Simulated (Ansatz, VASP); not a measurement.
## Sr2Li3Mo in VASP and in Ansatz

```
Li Sr Mo
1.0
     4.45510    0.00000    0.00000
    -2.22755    3.85823    0.00000
     0.00000    0.00000    7.08691
Li Sr Mo
3 2 1
Direct
  0.66667 0.33333 0.35208
  0.33333 0.66667 0.64792
  0.00000 0.00000 0.50000
  0.66667 0.33333 0.74728
  0.33333 0.66667 0.25272
  0.00000 0.00000 0.00000
```

Change from the starting cell: species swapped into the Li3SmSb2 type (P-3m1, No. 164).

Alike in both runs: task relaxation of cell and atoms; functional PBE; k mesh 6 × 6 × 4; occupations gaussian, width 0.1 eV; no spin polarisation.

```csv
,VASP,Ansatz
version,VASP 6.6.1,Ansatz 0.2.0
potentials or method,"VASP PAW PBE potentials, release 64 (Li_sv, Sr_sv, Mo_sv), cutoff 600 eV","scalar-relativistic, plane waves, PAW"
valence electrons in the cell,43,43
```

VASP gave:

- gap on the k mesh at the Fermi level, each at its own relaxed structure (eV): none
- relaxed volume (Å³/atom): 26.59
- relaxed cell length with the largest relative difference (Å): 5.296

Task: Which values does Ansatz return?

Result: gap on the k mesh at the Fermi level, each at its own relaxed structure (eV): none; relaxed volume (Å³/atom): 26.89; relaxed cell length with the largest relative difference (Å): 5.323.

A gap of «none» marks a metal or a gap that the smearing closes.

Noted on VASP's run: the cutoff is short for stress, so the pressure is rough; the volume moved by over 15 % at a fixed basis, so the end points are rough.
